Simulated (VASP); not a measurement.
# Hf (I4/mmm) in VASP: notebook

Hf is run at these levels: PBE; tasks: single point.

Everything below comes from runs of VASP 6.6.1. Logs are shortened: lines on timing, memory, paths and dates and some standing lists are left out, and cuts for length are marked.

## 1. The cell of the first run

It takes space group I4/mmm (No. 139, tetragonal). The conventional cell has a = 3.502 Å, b = 3.502 Å, c = 3.610 Å, α = 90.00°, β = 90.00°, γ = 90.00°. Within 4.0 Å of Hf (site symmetry 4/mmm) lie 14 Hf at 3.06 to 3.61 Å.

## 2. Single point, PBE (equal xx and yy strain of -3 %)

INCAR reads:

```
SYSTEM = Hf
  PREC = Accurate
  ENCUT = 520
  EDIFF = 1E-6
  ISMEAR = -1
  SIGMA = 0.05
  LREAL = .FALSE.
  LASPH = .TRUE.
  NELM = 100
  ALGO = Normal
  ISIF = 2
  LWAVE = .FALSE.
  LCHARG = .TRUE.
  GGA = PE
  LELF = .TRUE.
  LVHAR = .TRUE.
  NBANDS = 11
```

KPOINTS reads:

```
Automatic mesh
0
G
  14 14 14
  0 0 0
```

POSCAR reads:

```
Hf
1.0
   -1.7508500000      1.7508500000      1.8050000000
    1.7508500000     -1.7508500000      1.8050000000
    1.7508500000      1.7508500000     -1.8050000000
Hf
1
Direct
    0.0000000000      0.0000000000      0.0000000000
```

Potentials or basis: VASP PAW PBE potentials, release 64 (Hf_pv).

The run is started by

```sh
$ cat potpaw_PBE.64/Hf_pv/POTCAR > POTCAR
$ mpirun -np 1 vasp_std > vasp.out
```

OUTCAR:

```text
SYSTEM = Hf
   PREC = Accurate
   ENCUT = 520
   EDIFF = 1E-6
   ISMEAR = -1
   LREAL = .FALSE.
   LASPH = .TRUE.
   NELM = 100
   ISIF = 2
   GGA = PE

 ion  position               nearest neighbor table
   1  0.000  0.000  0.000-

  LATTYP: Found a body centered tetragonal cell.
 ALAT       =     3.5017000000
 C/A-ratio  =     1.0309278351

  Lattice vectors:

 A1 = (  -1.7508500000,   1.7508500000,   1.8050000000)
 A2 = (   1.7508500000,  -1.7508500000,   1.8050000000)
 A3 = (   1.7508500000,   1.7508500000,  -1.8050000000)

Analysis of symmetry for initial positions (statically):
=====================================================================
 Subroutine PRICEL returns:
 Original cell was already a primitive cell.

 Routine SETGRP: Setting up the symmetry group for a
 body centered tetragonal supercell.

 Subroutine GETGRP returns: Found 16 space group operations
 (whereof 16 operations were pure point group operations)
 out of a pool of 16 trial point group operations.

The static configuration has the point symmetry D_4h.

Analysis of symmetry for dynamics (positions and initial velocities):
=====================================================================
 Subroutine PRICEL returns:
 Original cell was already a primitive cell.

 Routine SETGRP: Setting up the symmetry group for a
 body centered tetragonal supercell.

 Subroutine GETGRP returns: Found 16 space group operations
 (whereof 16 operations were pure point group operations)
 out of a pool of 16 trial point group operations.

The dynamic configuration has the point symmetry D_4h.

 Subroutine INISYM returns: Found 16 space group operations
 (whereof 16 operations are pure point group operations),
 and found     1 'primitive' translations

----------------------------------------------------------------------------------------

                                     Primitive cell

  volume of cell :      22.1327

  direct lattice vectors                    reciprocal lattice vectors
    -1.750850000  1.750850000  1.805000000     0.000000000  0.285575578  0.277008310
     1.750850000 -1.750850000  1.805000000     0.285575578  0.000000000  0.277008310
     1.750850000  1.750850000 -1.805000000     0.285575578  0.285575578  0.000000000

  length of vectors
     3.064143672  3.064143672  3.064143672     0.397853006  0.397853006  0.403864855

  position of ions in fractional coordinates (direct lattice)
     0.000000000  0.000000000  0.000000000

  ion indices of the primitive-cell ions
   primitive index   ion index
                 1           1

----------------------------------------------------------------------------------------

 KPOINTS: Automatic mesh

Automatic generation of k-mesh.
 Grid dimensions read from file:
 generate k-points for:   14   14   14

 Generating k-lattice:

  Cartesian coordinates                     Fractional coordinates (reciprocal lattice)
     0.000000000  0.020398256  0.019786308     0.071428571  0.000000000  0.000000000
     0.020398256  0.000000000  0.019786308     0.000000000  0.071428571  0.000000000
     0.020398256  0.020398256  0.000000000     0.000000000  0.000000000  0.071428571

  Length of vectors
     0.028418072  0.028418072  0.028847490

  Shift w.r.t. Gamma in fractional coordinates (k-lattice)
     0.000000000  0.000000000  0.000000000

 Subroutine IBZKPT returns following result:
 ===========================================

 Found    244 irreducible k-points:

 Following reciprocal coordinates:
            Coordinates               Weight
  0.000000  0.000000  0.000000      1.000000
  0.071429  0.000000 -0.000000      8.000000
  0.142857  0.000000 -0.000000      8.000000
  0.214286 -0.000000  0.000000      8.000000
  0.285714  0.000000 -0.000000      8.000000
  0.357143  0.000000 -0.000000      8.000000
[... 16 lines left out ...]
  0.214286  0.142857 -0.000000     16.000000
  0.285714  0.142857 -0.000000     16.000000
 [... further k-points ...]
   k-points           NKPTS =    244   k-points in BZ     NKDIM =    244   number of bands    NBANDS=     11
   number of dos      NEDOS =    301   number of ions     NIONS =      1
   total plane-waves  NPLWV =  13824
   dimension x,y,z NGX =    24 NGY =   24 NGZ =   24
   dimension x,y,z NGXF=    48 NGYF=   48 NGZF=   48
   ions per type =               1
   NGX,Y,Z   is equivalent  to a cutoff of  13.02, 13.02, 13.02 a.u.
   NGXF,Y,Z  is equivalent  to a cutoff of  26.04, 26.04, 26.04 a.u.
 SYSTEM =  Hf
   PREC   = accura    normal or accurate (medium, high low for compatibility)
   ISTART =      0    job   : 0-new  1-cont  2-samecut
   ICHARG =      2    charge: 1-file 2-atom 10-const
   ISPIN  =      1    spin polarized calculation?
   LNONCOLLINEAR =      F non collinear calculations
   LSORBIT =      F    spin-orbit coupling
   LASPH  =      T    aspherical Exc in radial PAW
   ENCUT  =  520.0 eV  38.22 Ry    6.18 a.u.   5.70  5.70  5.70*2*pi/ulx,y,z
   NELM   =    100;   NELMIN=  2; NELMDL= -5     # of ELM steps
   EDIFF  = 0.1E-05   stopping-criterion for ELM
   LREAL  =      F    real-space projection
   EDIFFG = 0.1E-04   stopping-criterion for IOM
   NSW    =      0    number of steps for IOM
   IBRION =     -1    ionic relax: 0-MD 1-quasi-New 2-CG
   NFREE  =      0    steps in history (QN), initial steepest desc. (CG)
   ISIF   =      2    stress and relaxation
   ISYM   =      2    0-nonsym 1-usesym 2-fastsym
   POTIM  = 0.5000    time-step for ionic-motion
   TEBEG  =    0.0;   TEEND  =   0.0 temperature during run
   PSTRESS=    0.0 pullay stress
   NELECT =      10.0000    total number of electrons
   NUPDOWN=      -1.0000    fix difference up-down
   EMIN   =  10.00;   EMAX   =-10.00  energy-range for DOS
   EFERMI =   0.00;   METHOD = LEGACY
   ISMEAR =    -1;   SIGMA  =   0.05  broadening in eV -4-tet -1-fermi 0-gaus
   EFERMI_NEDOS =   21; number of points for ismear=-14 and -15
   IALGO  =     38    algorithm
   IMIX   =      4    mixing-type and parameters
     AMIX     =   0.40;   BMIX     =  1.00
     AMIX_MAG =   1.60;   BMIX_MAG =  1.00
  volume/ion in A,a.u.               =      22.13       149.36
  Fermi-wavevector in a.u.,A,eV,Ry     =   1.256213  2.373898 21.470946  1.578070
  Thomas-Fermi vector in A             =   2.389932
   LORBIT       =      0    0 simple, 1 ext, 2 COOP (PROOUT), +10 PAW based schemes
   GGA     = PE    functional components
   LHFCALC =     F    Hartree Fock is set to
   AEXX    =    0.0000 exact exchange contribution
   IVDW    =     0    specifies the selected vdW correction
   LEPSILON=     F    determine dielectric tensor
   LRPA    =     F    only Hartree local field effects (RPA)
 non-spin polarized calculation
  energy-cutoff  :      520.00
  volume of cell :       22.13
 maximum number of plane-waves:       618
   NGX = 11   NGY = 11   NGZ = 11

 number of electron      10.0000001 magnetization

 Free energy of the ion-electron system (eV)
  ---------------------------------------------------
  ext. energy  EPLUGINS =         0.00000000
  ---------------------------------------------------
  free energy    TOTEN  =        -9.75325727 eV

  energy without entropy =       -9.73763406  energy(sigma->0) =       -9.74544567

 E-fermi :   4.6367     XC(G=0): -11.3323

 val. band max:        4.6321811223   @ k =  -0.1429   0.5000   0.1429
 cond. band min:       4.6374995310   @ k =   0.3571   0.2143  -0.0000
 fundamental gap:      0.0053184087
 Fermi energy:         4.6366572561

 k-point     1 :       0.0000    0.0000    0.0000
  band No.  band energies     occupation
      1     -25.1463      2.00000
      2     -25.1463      2.00000
      3     -25.1461      2.00000
      4      -2.4232      2.00000
      5       6.0820      0.00000
      6       6.0820      0.00000
      7       6.4163      0.00000
      8       8.7555      0.00000
      9       9.2209      0.00000
     10      17.6733      0.00000
     11      18.1545      0.00000

 k-point     2 :       0.0714    0.0000   -0.0000
  band No.  band energies     occupation
      1     -25.1913      2.00000
      2     -25.1599      2.00000
      3     -25.1461      2.00000
      4      -2.2340      2.00000
      5       6.0343      0.00000
      6       6.0544      0.00000
      7       6.4996      0.00000
      8       8.5904      0.00000
      9       9.1634      0.00000
     10      17.9499      0.00000
     11      17.9914      0.00000

 k-point     3 :       0.1429    0.0000   -0.0000
  band No.  band energies     occupation
      1     -25.3159      2.00000
      2     -25.1977      2.00000
      3     -25.1460      2.00000
      4      -1.6932      2.00000
      5       5.7653      0.00000
      6       5.8141      0.00000
      7       6.9991      0.00000
      8       8.3000      0.00000
      9       9.1119      0.00000
     10      17.9487      0.00000
     11      18.4590      0.00000

 k-point     4 :       0.2143   -0.0000    0.0000
  band No.  band energies     occupation
      1     -25.4912      2.00000
      2     -25.2519      2.00000
      3     -25.1459      2.00000
      4      -0.8857      2.00000
      5       5.3378      0.00000
      6       5.3808      0.00000
      7       7.8775      0.00000
      8       8.2641      0.00000
      9       9.1361      0.00000
     10      17.9446      0.00000
     11      18.3930      0.00000

 k-point     5 :       0.2857    0.0000   -0.0000
  band No.  band energies     occupation
      1     -25.6798      2.00000
      2     -25.3113      2.00000
      3     -25.1457      2.00000
      4       0.0226      2.00000
      5       4.9103      0.00837
      6       4.9903      0.00169
      7       8.4641      0.00000
      8       9.0506      0.00000
      9       9.2639      0.00000
     10      17.4390      0.00000
     11      17.9208      0.00000
[... 211 lines left out ...]
 k-point    21 :      -0.0714    0.0714    0.0000
  band No.  band energies     occupation
      1     -25.1912      2.00000
      2     -25.1608      2.00000
      3     -25.1472      2.00000
      4      -2.2281      2.00000
      5       5.9362      0.00000
      6       6.2725      0.00000
      7       6.3474      0.00000
      8       8.7679      0.00000
      9       9.0007      0.00000
     10      17.9752      0.00000
     11      18.0412      0.00000

 k-point    22 :       0.1429    0.1429   -0.0000
  band No.  band energies     occupation
      1     -25.5600      2.00000
      2     -25.2650      2.00000
      3     -25.1792      2.00000
      4      -0.4308      2.00000
      5       5.0131      0.00107
      6       5.2500      0.00001
      7       7.9766      0.00000
      8       8.5235      0.00000
      9       9.4220      0.00000
     10      17.9332      0.00000
     11      18.4375      0.00000

 k-point    23 :       0.2143    0.1429   -0.0000
  band No.  band energies     occupation
      1     -25.7037      2.00000
      2     -25.3343      2.00000
      3     -25.1894      2.00000
      4       0.4751      2.00000
      5       4.5711      1.57572
      6       4.9344      0.00517
      7       8.1639      0.00000
      8       9.4248      0.00000
      9       9.8081      0.00000
     10      17.0703      0.00000
     11      17.9602      0.00000

 k-point    24 :       0.2857    0.1429   -0.0000
  band No.  band energies     occupation
      1     -25.8270      2.00000
      2     -25.4044      2.00000
      3     -25.1947      2.00000
      4       1.2731      2.00000
      5       4.3625      1.99172
      6       4.7384      0.23130
      7       8.4770      0.00000
      8       9.4872      0.00000
      9      11.1138      0.00000
     10      15.8006      0.00000
     11      17.8026      0.00000

 [... further k-points ...]

------------------------ aborting loop because EDIFF is reached ----------------------------------------

  FORCE on cell =-STRESS in cart. coord.  units (eV):
  Direction    XX          YY          ZZ          XY          YZ          ZX
  --------------------------------------------------------------------------------------
  -------------------------------------------------------------------------------------
  Total        0.0012247      0.0012247      0.1821306      0.0000000     -0.0000000      0.0000000
  in kB        0.0886576      0.0886576     13.1843389      0.0000000     -0.0000000      0.0000000
  external PRESSURE =       4.4538847 kB  Pullay stress =       0.0000000 kB

 VOLUME and BASIS-vectors are now :
 -----------------------------------------------------------------------------
  energy-cutoff  :      520.00
  volume of cell :       22.13
      direct lattice vectors                 reciprocal lattice vectors
    -1.750850000  1.750850000  1.805000000     0.000000000  0.285575578  0.277008310
     1.750850000 -1.750850000  1.805000000     0.285575578  0.000000000  0.277008310
     1.750850000  1.750850000 -1.805000000     0.285575578  0.285575578  0.000000000

 POSITION                                       TOTAL-FORCE (eV/Angst)
 -----------------------------------------------------------------------------------
      0.00000      0.00000      0.00000         0.000000      0.000000      0.000000
 -----------------------------------------------------------------------------------
    total drift:                               -0.000000      0.000000      0.000000

  FREE ENERGIE OF THE ION-ELECTRON SYSTEM (eV)
  ---------------------------------------------------
  free  energy   TOTEN  =        -9.7532572693 eV

  energy  without entropy=       -9.7376340630  energy(sigma->0) =       -9.74544567
```

Run time: 31 s. Hardware: 1 thread of Intel Xeon Platinum 8259CL at 2.50GHz (Skylake/Cascade Lake), shared host; peak memory 0.18 GiB.

What came out:

| Item | Value |
| --- | --- |
| Free energy | -9.7533 eV |
| Pressure | 0.4 GPa |
| Band gap on the k mesh | zero (band 5 reaches 6.08 eV, above the bottom of band 6 at 3.92 eV) |

Stress tensor (GPa, compression positive):
```
0.01 0.00 0.00
0.00 0.01 0.00
0.00 0.00 1.32
```

Levels at points of the mesh, in eV from the Fermi level:
```csv
k point,band 2,band 3,band 4,band 5,band 6,band 7,band 8,band 9
"(0.00, 0.00, 0.00)",-29.78,-29.78,-7.06,1.45,1.45,1.78,4.12,4.58
"(0.50, 0.00, 0.00)",-30.05,-29.78,-3.41,-0.38,1.06,4.00,5.19,7.68
"(0.50, 0.50, 0.00)",-30.07,-29.80,-3.37,-0.73,1.24,4.50,5.36,7.76
"(0.50, 0.50, 0.50)",-30.36,-30.36,-2.65,-2.56,6.80,6.86,6.91,6.91
```

Caveat: the cell differs from its parent crystal (equal xx and yy strain of -3 %); spin-orbit coupling is left out, which moves the levels of the heavy elements.

## 3. Single point, PBE (equal xx and yy strain of -1 %)

INCAR reads:

```
PREC = Accurate
ENCUT = 520
EDIFF = 1E-6
ISMEAR = -1
SIGMA = 0.05
LREAL = F
LASPH = T
NELM = 100
ALGO = Normal
ISIF = 2
LWAVE = F
LCHARG = F
GGA = PE
NBANDS = 11
```

KPOINTS reads:

```
Automatic mesh
0
Gamma
  14 14 14
```

POSCAR reads:

```
Hf
1.0
   -1.7869500000      1.7869500000      1.8050000000
    1.7869500000     -1.7869500000      1.8050000000
    1.7869500000      1.7869500000     -1.8050000000
Hf
1
Direct
    0.0000000000      0.0000000000      0.0000000000
```

Potentials or basis: VASP PAW PBE potentials, release 64 (Hf_pv).

The run is started by

```sh
$ cat potpaw_PBE.64/Hf_pv/POTCAR > POTCAR
$ mpirun -np 1 vasp_std > vasp.out
```

Run time: 48 s. Hardware: 1 thread of Intel Xeon Platinum 8259CL at 2.50GHz (Skylake/Cascade Lake), shared host; peak memory 0.18 GiB.

Results (log left out):

| Property | Result |
| --- | --- |
| Free energy | -9.7421 eV |
| Pressure | -3.5 GPa |
| Band gap on the k mesh | zero (band 5 reaches 5.84 eV, above the bottom of band 6 at 3.65 eV) |

Stress tensor (GPa, compression positive):
```
-3.74  0.00  0.00
 0.00 -3.74  0.00
 0.00  0.00 -3.10
```

Levels at points of the mesh, in eV from the Fermi level:
| k point | band 2 | band 3 | band 4 | band 5 | band 6 | band 7 | band 8 | band 9 |
| --- | --- | --- | --- | --- | --- | --- | --- | --- |
| (0.00, 0.00, 0.00) | -29.94 | -29.94 | -6.93 | 1.48 | 1.48 | 1.59 | 4.13 | 4.28 |
| (0.50, 0.00, 0.00) | -30.18 | -29.94 | -3.28 | -0.40 | 0.95 | 3.97 | 4.97 | 7.34 |
| (0.50, 0.50, 0.00) | -30.19 | -29.95 | -3.26 | -0.51 | 1.01 | 4.12 | 5.04 | 7.37 |
| (0.50, 0.50, 0.50) | -30.46 | -30.46 | -2.45 | -2.42 | 6.54 | 6.57 | 6.57 | 6.85 |

Caveat: the cell differs from its parent crystal (equal xx and yy strain of -1 %); spin-orbit coupling is left out, which moves the levels of the heavy elements.
